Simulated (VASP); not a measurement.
# Cs: single point with PBEsol

Cs:

```
Cs
1.0
     0.00000    3.79808    3.79808
     3.79808    0.00000    3.79808
     3.79808    3.79808    0.00000
Cs
1
Direct
  0.00000 0.00000 0.00000
```

This isn't the form of Cs at room conditions, which is bcc.

```json
{"Program": "VASP 6.6.1", "Task": "single point", "Functional": "PBEsol", "Potentials or basis": "VASP PAW PBE potentials, release 64 (Cs_sv)", "Cutoff": "520 eV", "k mesh": "12 × 12 × 12", "Occupations": "gaussian, width 0.1 eV", "Spin": "no spin polarisation"}
```

```yaml
Pressure: 0.0 GPa
Band_gap_on_the_k_mesh: zero (an odd number of electrons rules out a gap without spin polarisation)
```

Levels at points of the mesh, in eV from the Fermi level:
```tsv
k point	band 1	band 2	band 3	band 4	band 5	band 6	band 7	band 8	band 9	band 10
(0.00, 0.00, 0.00)	-23.80	-10.51	-10.51	-10.51	-1.72	2.49	2.49	2.49	3.64	3.64
(0.50, 0.00, 0.00)	-23.79	-10.68	-10.54	-10.54	-0.04	0.82	2.35	2.35	4.49	4.49
(0.50, 0.50, 0.00)	-23.79	-10.67	-10.57	-10.57	0.25	1.03	1.52	4.17	4.17	4.56
```

Wall time 59 s on 1 thread of Oxide Virtual Turin-like Processor (shared host), peak memory 0.23 GiB.

Caveat: the PAW data sets were made with another functional, which shifts forces and pressure a little; spin-orbit coupling is left out, which moves the levels of the heavy elements.
